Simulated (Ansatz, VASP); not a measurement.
**Be2Si: VASP beside Ansatz**

```xyz
3
Lattice="0.0000 2.6414 2.6414 2.6414 0.0000 2.6414 2.6414 2.6414 0.0000" Properties=species:S:1:pos:R:3 pbc="T T T"
Si    0.0000    0.0000    0.0000
Be    1.3207    1.3207    1.3207
Be    3.9621    3.9621    3.9621
```

Alike in both runs: task single point; functional r2SCAN; k mesh 6 × 6 × 6; occupations methfessel-paxton of order 1, width 0.001 eV; no spin polarisation.

|  | VASP | Ansatz |
| --- | --- | --- |
| version | VASP 6.6.1 | Ansatz 0.2.0 |
| potentials or method | VASP PAW PBE potentials, release 64 (Si, Be) | plane waves |
| plane-wave cutoff (eV) | 520 | 500 |
| valence electrons in the cell | 8 | 8 |

```tsv
	VASP	Ansatz	Ansatz less VASP
pressure (GPa)	0.1	0.0	-0.15
```

VASP's potentials were made for PBE, not for r2SCAN.
